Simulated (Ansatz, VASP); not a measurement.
**Ta2Ru: VASP beside Ansatz**

```
Ta Ru
1.0
     7.39794    0.00000    0.00000
    -3.69897    6.40681    0.00000
     0.00000    0.00000    2.83492
Ta Ru
4 2
Cartesian
  4.8178 0.0000 1.4175
  -2.4089 4.1723 1.4175
  1.2901 2.2345 1.4175
  0.0000 0.0000 1.4175
  0.0000 4.2712 1.4175
  3.6990 2.1356 1.4175
```

Alike in both runs: functional PBE; k mesh 3 × 3 × 4; occupations gaussian, width 0.1 eV; no spin polarisation.

Ansatz relaxed the structure, and its values are those at the end. VASP's run is a single point on that final structure, the one shown.

|  | VASP | Ansatz |
| --- | --- | --- |
| version | VASP 6.6.1 | Ansatz 0.2.0 |
| potentials or method | VASP PAW PBE potentials, release 64 (Ta_pv, Ru_pv), cutoff 520 eV | scalar-relativistic, plane waves, PAW |
| valence electrons in the cell | 72 | 84 |

```tsv
	VASP	Ansatz	Ansatz less VASP
gap on the k mesh at the Fermi level (eV)	none	none	-
pressure (GPa)	0.3	0.0	-0.27
rms of the force components (eV/Å)	0.011	0.001	-0.0095
```

A gap of «none» marks a metal or a gap that the smearing closes. The functional is the same, so the differences come from potentials, cutoffs and numerics. VASP's potentials hold 72 valence electrons a cell and Ansatz's 84, so a difference there can come from the potentials and not from the codes.

The k mesh is coarse, so the values compare programs but aren't converged. Neither program's run includes spin-orbit coupling.
